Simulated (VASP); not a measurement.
**BaTiO3: single point with PBE**

BaTiO3:

```xyz
5
Lattice="4.0192 0.0000 0.0000 0.0000 4.0192 0.0000 0.0000 0.0000 3.6977" Properties=species:S:1:pos:R:3 pbc="T T T"
Ba    0.0000    0.0000    0.0000
Ti    2.0096    2.0096    1.8489
O     2.0096    2.0096    0.0000
O     2.0096    0.0000    1.8489
O     0.0000    2.0096    1.8489
```

This cell differs from its parent crystal: strain +0.000 along x and y, -0.080 along z.

```json
{"Program": "VASP 6.6.1", "Task": "single point", "Functional": "PBE", "Potentials or basis": "VASP PAW PBE potentials, release 64 (Ba_sv, Ti_sv, O_h)", "Cutoff": "1340 eV", "k mesh": "8 × 8 × 8", "Occupations": "gaussian, width 0.05 eV", "Spin": "no spin polarisation"}
```

```json
{
 "Pressure": "20.6 GPa",
 "Band gap on the k mesh": "1.67 eV (least direct gap 1.75 eV)"
}
```

Stress tensor (GPa, compression positive):
```
12.25  0.00  0.00
 0.00 12.25  0.00
 0.00  0.00 37.22
```

Levels at points of the mesh, in eV from the valence-band top:
| k point | band 16 | band 17 | band 18 | band 19 | band 20 | band 21 | band 22 | band 23 | band 24 | band 25 |
| --- | --- | --- | --- | --- | --- | --- | --- | --- | --- | --- |
| (0.00, 0.00, 0.00) | -1.32 | -1.09 | -0.21 | -0.21 | -0.08 | 1.67 | 1.85 | 1.85 | 4.00 | 4.40 |
| (0.50, 0.00, 0.00) | -2.10 | -1.70 | -1.66 | -0.76 | -0.75 | 2.00 | 3.50 | 3.52 | 4.39 | 6.50 |
| (0.50, 0.50, 0.00) | -2.64 | -1.66 | -1.46 | -1.46 | -0.41 | 3.53 | 3.53 | 3.89 | 5.89 | 7.70 |
| (0.00, 0.00, 0.50) | -2.72 | -2.28 | -1.99 | -0.88 | -0.88 | 1.95 | 4.01 | 4.33 | 4.33 | 6.82 |
| (0.50, 0.00, 0.50) | -3.03 | -1.79 | -0.72 | -0.70 | -0.23 | 3.52 | 4.33 | 4.51 | 4.96 | 8.07 |
| (0.50, 0.50, 0.50) | -2.91 | -1.93 | -0.24 | 0.00 | 0.00 | 4.26 | 4.76 | 4.76 | 6.62 | 7.00 |

It took 9.2 min on 1 thread of Intel(R) Xeon(R) Platinum 8488C (Sapphire Rapids), with other jobs on the host, peak memory 0.68 GiB.

Caveat: the cell differs from its parent crystal (strain +0.000 along x and y, -0.080 along z); the stress differs along the axes, from 12 to 37 GPa; spin-orbit coupling is left out, which moves the levels of the heavy elements. A k mesh can miss the band edges.
